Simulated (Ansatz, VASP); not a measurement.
# One calculation of GeIrPt6, two programs

```
CELL_PARAMETERS angstrom
0.00000 3.95133 3.95133
3.95133 0.00000 3.95133
3.95133 3.95133 0.00000
ATOMIC_POSITIONS crystal
Ge 0.00000 0.00000 0.00000
Ir 0.50000 0.50000 0.50000
Pt 0.50000 0.00000 0.00000
Pt 0.00000 0.50000 0.50000
Pt 0.00000 0.50000 0.00000
Pt 0.50000 0.00000 0.50000
Pt 0.00000 0.00000 0.50000
Pt 0.50000 0.50000 0.00000
```

Alike in both runs: functional PBE; k mesh 3 × 3 × 3; occupations gaussian, width 0.2 eV; no spin polarisation.

Ansatz relaxed the structure, and its values are those at the end. VASP's run is a single point on that final structure, the one shown.

```csv
,VASP,Ansatz
version,VASP 6.6.1,Ansatz 0.2.0
potentials or method,"VASP PAW PBE potentials, release 64 (Ge_d, Ir, Pt), cutoff 500 eV","scalar-relativistic, plane waves, PAW"
valence electrons in the cell,83,139
```

|  | VASP | Ansatz | Ansatz less VASP |
| --- | --- | --- | --- |
| gap on the k mesh at the Fermi level (eV) | none | none | - |
| pressure (GPa) | -0.3 | 0.0 | +0.31 |

A gap of «none» marks a metal or a gap that the smearing closes. VASP's potentials hold 83 valence electrons a cell and Ansatz's 139, so a difference there can come from the potentials and not from the codes.

The k mesh is coarse, so the values compare programs but aren't converged. Neither program's run includes spin-orbit coupling.
